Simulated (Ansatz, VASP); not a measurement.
Au in VASP and in Ansatz

The input INCAR:

```
SYSTEM = Au
ALGO     = Normal         ! electronic algorithm
EDIFF    = 1E-8           ! SCF threshold, eV
ENCUT    = 520            ! plane-wave cutoff, eV
GGA      = PE             ! functional
GGA_COMPAT= .FALSE.      
ISIF     = 2              ! what is computed and relaxed
ISMEAR   = -1             ! smearing method
LASPH    = .TRUE.         ! aspherical terms in the spheres
LCHARG   = .FALSE.        ! write CHGCAR
LEFG     = .TRUE.       
LMAXMIX  = 4              ! l up to which the mixer works
LORBIT   = 11             ! projections on sites
LORBMOM  = .TRUE.       
LREAL    = .FALSE.        ! projectors in reciprocal space
LSORBIT  = .TRUE.         ! spin-orbit coupling
LWAVE    = .FALSE.        ! write WAVECAR
MAGMOM   = 0 0 0          ! initial moments
NBANDS   = 22             ! bands
NELM     = 150            ! most SCF steps
PREC     = Accurate       ! precision mode
SIGMA    = 0.08           ! smearing width, eV
```

The input KPOINTS:

```
k-points
0
G
  14 14 14
  0 0 0
```

Contents of POSCAR:

```
Au
1.0
    0.0000000000      2.0455000000      2.0455000000
    2.0455000000      0.0000000000      2.0455000000
    2.0455000000      2.0455000000      0.0000000000
Au
1
Direct
    0.0000000000      0.0000000000      0.0000000000
```

Input for Ansatz:

```yaml
crystal:
  lattice:
    - [0.0, 2.0455, 2.0455]
    - [2.0455, 0.0, 2.0455]
    - [2.0455, 2.0455, 0.0]
  atoms:
    - { symbol: Au, position: [0.0, 0.0, 0.0] }
kpoints:
  mp_grid: { grid: [14, 14, 14] }
  band_path:
    path:
      - [0.0, 0.0, 0.0]
      - [0.5, 0.0, 0.5]
      - [0.625, 0.25, 0.625]
      - [0.375, 0.375, 0.75]
      - [0.0, 0.0, 0.0]
      - [0.5, 0.5, 0.5]
      - [0.5, 0.25, 0.75]
      - [0.5, 0.0, 0.5]
    npoints: 5
scf:
  occupations: { method: fermi_dirac, width: 0.08 }
hamiltonian:
  xc: pbe
  pseudopotentials: { kind: paw_fr }
output:
  forces: true
  stress: true
  eigenvalues: true
  efg: { contact_densities: true }
magnetization:
  noncollinear: true
  spin_orbit: true
```

Alike in both runs: task electric field gradients; functional PBE; k mesh 14 × 14 × 14; occupations fermi-dirac, width 0.08 eV; non-collinear spin, spin-orbit coupling.

|  | VASP | Ansatz |
| --- | --- | --- |
| version | VASP 6.6.1 | Ansatz 0.2.0 |
| potentials or method | VASP PAW PBE potentials, release 64 (Au) | PAW with Ansatz's default frozen-core files, fully relativistic files with spin-orbit coupling |
| plane-wave cutoff (eV) | 520 | 420 |
| valence electrons in the cell | 11 | 19 |

```csv
,VASP,Ansatz,Ansatz less VASP
pressure (GPa),6.4,6.4,+0.02
net moment per atom (μB),0.00,0.00,0.000
```

The functional is the same, so the differences come from potentials, cutoffs and numerics. VASP's potentials hold 11 valence electrons a cell and Ansatz's 19, so a difference there can come from the potentials and not from the codes.
